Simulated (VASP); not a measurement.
Set up this calculation in VASP 6.6.1, as the native input.

```
Task                   : single point
Functional             : r2SCAN
Potentials or basis    : VASP PAW PBE potentials, release 64 (Sn_d, Se)
Cutoff                 : 520 eV
k mesh                 : 6 × 6 × 6
Occupations            : gaussian, width 0.01 eV
Spin                   : no spin polarisation
Dipole correction      : no
Further INCAR settings : ALGO = Normal; EDIFF = 1e-06; NBANDS = 20
```

Crystal: SnSe2.

```xyz
3
Lattice="1.9123 1.1041 6.3351 -1.9123 1.1041 6.3351 0.0000 -2.2081 6.3351" Properties=species:S:1:pos:R:3 pbc="T T T"
Sn    0.0000    0.0000    0.0000
Se    0.0000    0.0000    4.7619
Se    0.0000    0.0000   14.2434
```

The input as run:

POSCAR

```
SnSe2
1.0
    1.9122916108      1.1040620762      6.3350940812
   -1.9122916108      1.1040620762      6.3350940812
    0.0000000000     -2.2081241525      6.3350940812
Sn Se
1 2
Direct
    0.0000000000      0.0000000000      0.0000000000
    0.2505568944      0.2505568944      0.2505568944
    0.7494431056      0.7494431056      0.7494431056
```

INCAR.step1

```
SYSTEM = SnSe2
  PREC = Accurate
  ENCUT = 520
  ISMEAR = 0
  SIGMA = 0.01
  LREAL = .FALSE.
  LASPH = .TRUE.
  NELM = 60
  NBANDS = 20
  GGA = PE
  ALGO = Normal
  EDIFF = 1E-4
  LWAVE = .TRUE.
  LCHARG = .FALSE.
```

INCAR.step2

```
SYSTEM = SnSe2
  PREC = Accurate
  ENCUT = 520
  EDIFF = 1E-6
  ISMEAR = 0
  SIGMA = 0.01
  LREAL = .FALSE.
  LASPH = .TRUE.
  NELM = 60
  ALGO = Normal
  ISIF = 2
  LWAVE = .FALSE.
  LCHARG = .FALSE.
  METAGGA = R2SCAN
  LMIXTAU = .TRUE.
  NBANDS = 20
  ISTART = 1
```

KPOINTS

```
Automatic mesh
0
G
  6 6 6
  0 0 0
```

Potentials or basis: VASP PAW PBE potentials, release 64 (Sn_d, Se).

The run is started by

```bash
$ cat potpaw_PBE.64/Sn_d/POTCAR potpaw_PBE.64/Se/POTCAR > POTCAR
$ cp INCAR.step1 INCAR
$ mpirun -np 1 vasp_std > vasp.out
$ cp INCAR.step2 INCAR
$ mpirun -np 1 vasp_std > vasp.out
```

Results of the run:

```yaml
Pressure: 1.0 GPa
Largest_force: 0.020 eV/Å
Band_gap_on_the_k_mesh: 0.58 eV, indirect (least direct gap 0.82 eV)
```

Caveat: the PAW data sets were made with another functional, which shifts forces and pressure a little; spin-orbit coupling is left out, which moves the levels of the heavy elements.

Wall time 5.9 min on 1 thread of Intel(R) Xeon(R) Platinum 8488C (Sapphire Rapids) (shared host), peak memory 0.4 GiB.
